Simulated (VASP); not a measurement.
# GaN (P2_1) in VASP: single point with r2SCAN

Aim: the single point of GaN with r2SCAN.

All numbers are computed with VASP 6.6.1; they aren't measurements. Logs are shortened: lines on timing, memory, paths and dates and some standing lists are left out, and cuts for length are marked.

## 1. The cell of the first run

The structure is monoclinic, space group P2_1 (No. 4). Conventional cell: a = 3.114 Å, b = 5.184 Å, c = 3.184 Å, α = 90.00°, β = 117.84°, γ = 90.00°. Ga (site symmetry 1) has 4 N at 1.91 to 1.98 Å within 2.5 Å. N (site symmetry 1) has 4 Ga at 1.91 to 1.98 Å within 2.5 Å.

## 2. Single point, r2SCAN (strain -0.0500 x Voigt [0, 0, 0, 0, 0, 1])

File POSCAR:

```
GaN
1.0
    3.1830984331     -0.0795774608      0.0000000000
   -1.6604653192      2.7964328362      0.0000000000
    0.0000000000      0.0000000000      5.1835962460
Ga N
2 2
Direct
    0.3333333333      0.6666666667      0.9991101048
    0.6666666667      0.3333333333      0.4991101048
    0.3333333333      0.6666666667      0.3758898952
    0.6666666667      0.3333333333      0.8758898952
```

File INCAR.step1:

```
SYSTEM = GaN
PREC     = Accurate       ! precision mode
ENCUT    = 520            ! plane-wave cutoff, eV
ISMEAR   = 0              ! smearing method
SIGMA    = 0.05           ! smearing width, eV
LREAL    = .FALSE.        ! projectors in reciprocal space
LASPH    = .TRUE.         ! aspherical terms in the spheres
NELM     = 60             ! most SCF steps
NBANDS   = 26             ! bands
GGA      = PE             ! functional
ALGO     = Normal         ! electronic algorithm
EDIFF    = 1E-4           ! SCF threshold, eV
LWAVE    = .TRUE.         ! write WAVECAR
LCHARG   = .FALSE.        ! write CHGCAR
```

File INCAR.step2:

```
SYSTEM = GaN
PREC     = Accurate       ! precision mode
ENCUT    = 520            ! plane-wave cutoff, eV
EDIFF    = 1E-7           ! SCF threshold, eV
ISMEAR   = 0              ! smearing method
SIGMA    = 0.05           ! smearing width, eV
LREAL    = .FALSE.        ! projectors in reciprocal space
LASPH    = .TRUE.         ! aspherical terms in the spheres
NELM     = 60             ! most SCF steps
ALGO     = Normal         ! electronic algorithm
ISIF     = 2              ! what is computed and relaxed
LWAVE    = .FALSE.        ! write WAVECAR
LCHARG   = .FALSE.        ! write CHGCAR
METAGGA  = R2SCAN         ! meta-GGA
LMIXTAU  = .TRUE.       
NBANDS   = 26             ! bands
ISTART   = 1
```

File KPOINTS:

```
Automatic mesh
0
G
  12 12 6
  0 0 0
```

Potentials or basis: VASP PAW PBE potentials, release 64 (Ga_d, N).

On the command line:

```console
$ cat potpaw_PBE.64/Ga_d/POTCAR potpaw_PBE.64/N/POTCAR > POTCAR
$ cp INCAR.step1 INCAR
$ mpirun -np 1 vasp_std > vasp.out
$ cp INCAR.step2 INCAR
$ mpirun -np 1 vasp_std > vasp.out
```

OUTCAR:

```text
SYSTEM = GaN
   PREC = Accurate
   ENCUT = 520
   EDIFF = 1E-7
   ISMEAR = 0
   LREAL = .FALSE.
   LASPH = .TRUE.
   NELM = 60
   ISIF = 2
   METAGGA = R2SCAN
   ISTART = 1

 ion  position               nearest neighbor table
   1  0.333  0.667  0.999-   4 1.91   4 1.95   3 1.95   4 1.98
   2  0.667  0.333  0.499-   3 1.91   3 1.95   4 1.95   3 1.98
   3  0.333  0.667  0.376-   2 1.91   2 1.95   1 1.95   2 1.98
   4  0.667  0.333  0.876-   1 1.91   1 1.95   2 1.95   1 1.98

  LATTYP: Found a simple monoclinic cell.
 ALAT       =     3.1144365029
 B/A-ratio  =     1.6643769238
 C/A-ratio  =     1.0223656809
 COS(beta)  =    -0.4669407592

  Lattice vectors:

 A1 = (   1.5226331139,   2.7168553754,   0.0000000000)
 A2 = (   0.0000000000,   0.0000000000,  -5.1835962460)
 A3 = (  -3.1830984331,   0.0795774608,   0.0000000000)

Analysis of symmetry for initial positions (statically):
=====================================================================
 Subroutine PRICEL returns:
 Original cell was already a primitive cell.

 Routine SETGRP: Setting up the symmetry group for a
 simple monoclinic supercell.

 Subroutine GETGRP returns: Found  2 space group operations
 (whereof  1 operations were pure point group operations)
 out of a pool of  4 trial point group operations.

The static configuration has the point symmetry C_1 .
 The point group associated with its full space group is C_2 .

Analysis of symmetry for dynamics (positions and initial velocities):
=====================================================================
 Subroutine PRICEL returns:
 Original cell was already a primitive cell.

 Routine SETGRP: Setting up the symmetry group for a
 simple monoclinic supercell.

 Subroutine GETGRP returns: Found  2 space group operations
 (whereof  1 operations were pure point group operations)
 out of a pool of  4 trial point group operations.

The dynamic configuration has the point symmetry C_1 .
 The point group associated with its full space group is C_2 .

 Subroutine INISYM returns: Found  2 space group operations
 (whereof  1 operations are pure point group operations),
 and found     1 'primitive' translations

----------------------------------------------------------------------------------------

                                     Primitive cell

  volume of cell :      45.4559

  direct lattice vectors                    reciprocal lattice vectors
     3.183098433 -0.079577461  0.000000000     0.318893115  0.189352289  0.000000000
    -1.660465319  2.796432836  0.000000000     0.009074670  0.362986788  0.000000000
     0.000000000  0.000000000  5.183596246     0.000000000  0.000000000  0.192916260

  length of vectors
     3.184092996  3.252257936  5.183596246     0.370873439  0.363100204  0.192916260

  position of ions in fractional coordinates (direct lattice)
     0.333333333  0.666666667  0.999110105
     0.666666667  0.333333333  0.499110105
     0.333333333  0.666666667  0.375889895
     0.666666667  0.333333333  0.875889895

  ion indices of the primitive-cell ions
   primitive index   ion index
                 1           1
                 2           2
                 3           3
                 4           4

----------------------------------------------------------------------------------------

 KPOINTS: Automatic mesh

Automatic generation of k-mesh.
 Grid dimensions read from file:
 generate k-points for:   12   12    6

 Generating k-lattice:

  Cartesian coordinates                     Fractional coordinates (reciprocal lattice)
     0.026574426  0.015779357  0.000000000     0.083333333 -0.000000000  0.000000000
     0.000756222  0.030248899  0.000000000     0.000000000  0.083333333  0.000000000
     0.000000000  0.000000000  0.032152710     0.000000000  0.000000000  0.166666667

  Length of vectors
     0.030906120  0.030258350  0.032152710

  Shift w.r.t. Gamma in fractional coordinates (k-lattice)
     0.000000000  0.000000000  0.000000000

 Subroutine IBZKPT returns following result:
 ===========================================

 Found    296 irreducible k-points:

 Following reciprocal coordinates:
            Coordinates               Weight
  0.000000  0.000000  0.000000      1.000000
  0.083333 -0.000000  0.000000      2.000000
  0.166667 -0.000000  0.000000      2.000000
  0.250000 -0.000000  0.000000      2.000000
  0.333333 -0.000000  0.000000      2.000000
  0.416667  0.000000  0.000000      2.000000
[... 16 lines left out ...]
  0.250000  0.166667  0.000000      2.000000
  0.333333  0.166667  0.000000      2.000000
 [... further k-points ...]
   k-points           NKPTS =    296   k-points in BZ     NKDIM =    296   number of bands    NBANDS=     26
   number of dos      NEDOS =    301   number of ions     NIONS =      4
   total plane-waves  NPLWV =  23040
   dimension x,y,z NGX =    24 NGY =   24 NGZ =   40
   dimension x,y,z NGXF=    48 NGYF=   48 NGZF=   80
   ions per type =               2   2
   NGX,Y,Z   is equivalent  to a cutoff of  12.53, 12.27, 12.83 a.u.
   NGXF,Y,Z  is equivalent  to a cutoff of  25.06, 24.54, 25.66 a.u.
 SYSTEM =  GaN
   PREC   = accura    normal or accurate (medium, high low for compatibility)
   ISTART =      1    job   : 0-new  1-cont  2-samecut
   ICHARG =      0    charge: 1-file 2-atom 10-const
   ISPIN  =      1    spin polarized calculation?
   LNONCOLLINEAR =      F non collinear calculations
   LSORBIT =      F    spin-orbit coupling
   LASPH  =      T    aspherical Exc in radial PAW
   ENCUT  =  520.0 eV  38.22 Ry    6.18 a.u.   5.92  6.05  9.64*2*pi/ulx,y,z
   NELM   =     60;   NELMIN=  2; NELMDL=  0     # of ELM steps
   EDIFF  = 0.1E-06   stopping-criterion for ELM
   LREAL  =      F    real-space projection
   EDIFFG = 0.1E-05   stopping-criterion for IOM
   NSW    =      0    number of steps for IOM
   IBRION =     -1    ionic relax: 0-MD 1-quasi-New 2-CG
   NFREE  =      0    steps in history (QN), initial steepest desc. (CG)
   ISIF   =      2    stress and relaxation
   ISYM   =      2    0-nonsym 1-usesym 2-fastsym
   POTIM  = 0.5000    time-step for ionic-motion
   TEBEG  =    0.0;   TEEND  =   0.0 temperature during run
   PSTRESS=    0.0 pullay stress
   NELECT =      36.0000    total number of electrons
   NUPDOWN=      -1.0000    fix difference up-down
   EMIN   =  10.00;   EMAX   =-10.00  energy-range for DOS
   EFERMI =   0.00;   METHOD = LEGACY
   ISMEAR =     0;   SIGMA  =   0.05  broadening in eV -4-tet -1-fermi 0-gaus
   EFERMI_NEDOS =   21; number of points for ismear=-14 and -15
   IALGO  =     38    algorithm
   IMIX   =      4    mixing-type and parameters
     AMIX     =   0.40;   BMIX     =  1.00
     AMIX_MAG =   1.60;   BMIX_MAG =  1.00
  volume/ion in A,a.u.               =      11.36        76.69
  Fermi-wavevector in a.u.,A,eV,Ry     =   1.514650  2.862273 31.213991  2.294164
  Thomas-Fermi vector in A             =   2.624279
   LORBIT       =      0    0 simple, 1 ext, 2 COOP (PROOUT), +10 PAW based schemes
   METAGGA = R2SCAN    functional components
   LHFCALC =     F    Hartree Fock is set to
   AEXX    =    0.0000 exact exchange contribution
   IVDW    =     0    specifies the selected vdW correction
   LEPSILON=     F    determine dielectric tensor
   LRPA    =     F    only Hartree local field effects (RPA)
 non-spin polarized calculation
 Gauss-broadening in eV      SIGMA  =   0.05
  energy-cutoff  :      520.00
  volume of cell :       45.46
 maximum number of plane-waves:      1242
   NGX = 11   NGY = 13   NGZ = 19

 number of electron      35.9999995 magnetization

 Free energy of the ion-electron system (eV)
  ---------------------------------------------------
  ext. energy  EPLUGINS =         0.00000000
  ---------------------------------------------------
  free energy    TOTEN  =       -43.76322022 eV

  energy without entropy =      -43.76322022  energy(sigma->0) =      -43.76322022

 E-fermi :   5.5181     XC(G=0): -12.6674

 val. band max:        5.2174704909   @ k =   0.0000   0.0000   0.0000
 cond. band min:       7.4310337675   @ k =   0.0000   0.0000   0.0000
 fundamental gap:      2.2135632766
 Fermi energy:         5.5181287152

 k-point     1 :       0.0000    0.0000    0.0000
  band No.  band energies     occupation
      1     -11.7153      2.00000
      2     -10.7099      2.00000
      3      -8.7315      2.00000
      4      -8.7178      2.00000
      5      -8.7009      2.00000
      6      -8.6497      2.00000
[... 18 lines left out ...]
     25      17.2727      0.00000
     26      18.0860      0.00000

 k-point     2 :       0.0833   -0.0000    0.0000
  band No.  band energies     occupation
      1     -11.6419      2.00000
      2     -10.6880      2.00000
      3      -8.7216      2.00000
      4      -8.7047      2.00000
      5      -8.6797      2.00000
      6      -8.6341      2.00000
[... 18 lines left out ...]
     25      17.4509      0.00000
     26      17.6964      0.00000

 k-point     3 :       0.1667   -0.0000    0.0000
  band No.  band energies     occupation
      1     -11.4407      2.00000
      2     -10.6336      2.00000
      3      -8.6872      2.00000
      4      -8.6737      2.00000
      5      -8.6208      2.00000
      6      -8.5966      2.00000
[... 18 lines left out ...]
     25      17.5525      0.00000
     26      17.8509      0.00000

 k-point     4 :       0.2500   -0.0000    0.0000
  band No.  band energies     occupation
      1     -11.1700      2.00000
      2     -10.5722      2.00000
      3      -8.6481      2.00000
      4      -8.6426      2.00000
      5      -8.5837      2.00000
      6      -8.5300      2.00000
[... 18 lines left out ...]
     25      17.4716      0.00000
     26      18.3834      0.00000
[... 496 lines left out ...]
      1     -11.0429      2.00000
      2     -10.5484      2.00000
      3      -8.6501      2.00000
      4      -8.6247      2.00000
      5      -8.5569      2.00000
      6      -8.5279      2.00000
[... 18 lines left out ...]
     25      16.9278      0.00000
     26      19.3513      0.00000

 k-point    23 :       0.2500    0.1667    0.0000
  band No.  band energies     occupation
      1     -10.8308      2.00000
      2     -10.5172      2.00000
      3      -8.6572      2.00000
      4      -8.5881      2.00000
      5      -8.5316      2.00000
      6      -8.4812      2.00000
[... 18 lines left out ...]
     25      16.6050      0.00000
     26      19.7379      0.00000

 k-point    24 :       0.3333    0.1667    0.0000
  band No.  band energies     occupation
      1     -10.6894      2.00000
      2     -10.5078      2.00000
      3      -8.6676      2.00000
      4      -8.5777      2.00000
      5      -8.4958      2.00000
      6      -8.4766      2.00000
[... 18 lines left out ...]
     25      17.4457      0.00000
     26      19.4774      0.00000

 [... further k-points ...]

------------------------ aborting loop because EDIFF is reached ----------------------------------------

  FORCE on cell =-STRESS in cart. coord.  units (eV):
  Direction    XX          YY          ZZ          XY          YZ          ZX
  --------------------------------------------------------------------------------------
  -------------------------------------------------------------------------------------
  Total        0.4738085      0.4931923      0.3192893      2.2941926      0.0000000      0.0000000
  in kB       16.7002533     17.3834697     11.2539394     80.8630353      0.0000000      0.0000000
  external PRESSURE =      15.1125541 kB  Pullay stress =       0.0000000 kB

 VOLUME and BASIS-vectors are now :
 -----------------------------------------------------------------------------
  energy-cutoff  :      520.00
  volume of cell :       45.46
      direct lattice vectors                 reciprocal lattice vectors
     3.183098433 -0.079577461  0.000000000     0.318893115  0.189352289  0.000000000
    -1.660465319  2.796432836  0.000000000     0.009074670  0.362986788  0.000000000
     0.000000000  0.000000000  5.183596246     0.000000000  0.000000000  0.192916260

 POSITION                                       TOTAL-FORCE (eV/Angst)
 -----------------------------------------------------------------------------------
     -0.04594      1.83776      5.17898         0.422546      0.043340      0.042472
      1.56858      0.87909      2.58719        -0.422546     -0.043340      0.042472
     -0.04594      1.83776      1.94846         0.499074      0.040804     -0.042472
      1.56858      0.87909      4.54026        -0.499074     -0.040804     -0.042472
 -----------------------------------------------------------------------------------
    total drift:                                0.000002      0.000004      0.039505

  FREE ENERGIE OF THE ION-ELECTRON SYSTEM (eV)
  ---------------------------------------------------
  free  energy   TOTEN  =       -43.7632202196 eV

  energy  without entropy=      -43.7632202196  energy(sigma->0) =      -43.76322022
```

Wall time 5.8 min (1 thread of Intel Xeon 6975P-C (Granite Rapids), shared host); peak memory 0.38 GiB.

What came out:

| Item | Value |
| --- | --- |
| Free energy | -43.7632 eV |
| Pressure | 1.5 GPa |
| Largest force | 0.503 eV/Å |
| Band gap on the k mesh | 2.21 eV |

Forces in eV/Å, atoms in the order of the input:
```
Ga   0.423  0.043  0.042
Ga  -0.423 -0.043  0.042
N    0.499  0.041 -0.042
N   -0.499 -0.041 -0.042
```

Stress tensor (GPa, compression positive):
```
1.67 8.09 0.00
8.09 1.74 0.00
0.00 0.00 1.13
```

Caveat: the cell differs from its parent crystal (strain -0.0500 x Voigt [0, 0, 0, 0, 0, 1]); the PAW data sets were made with another functional, which shifts forces and pressure a little.
